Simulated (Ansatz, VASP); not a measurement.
**One calculation of CaPtS3, two programs**

```
Ca Pt S
1.0
     4.39070    0.00000    0.00000
     0.00000    4.39070    0.00000
     0.00000    0.00000    5.85155
Ca Pt S
1 1 3
Direct
  0.50000 0.50000 0.38435
  0.00000 0.00000 0.92480
  0.00000 0.50000 0.06759
  0.50000 0.00000 0.06759
  0.00000 0.00000 0.52465
```

Alike in both runs: functional PBE; k mesh 4 × 4 × 4; occupations gaussian, width 0.1 eV; no spin polarisation.

Ansatz relaxed the structure, and its values are those at the end. VASP's run is a single point on that final structure, the one shown.

```csv
,VASP,Ansatz
version,VASP 6.6.1,Ansatz 0.2.0
potentials or method,"VASP PAW PBE potentials, release 64 (Ca_sv, Pt, S), cutoff 520 eV","scalar-relativistic, plane waves, PAW"
valence electrons in the cell,38,46
```

```csv
,VASP,Ansatz,Ansatz less VASP
gap on the k mesh at the Fermi level (eV),none,none,-
pressure (GPa),-0.1,0.0,+0.09
rms of the force components (eV/Å),0.014,0.005,-0.0086
```

A gap of «none» marks a metal or a gap that the smearing closes. VASP's potentials hold 38 valence electrons a cell and Ansatz's 46, so a difference there can come from the potentials and not from the codes.

Neither program's run includes spin-orbit coupling.
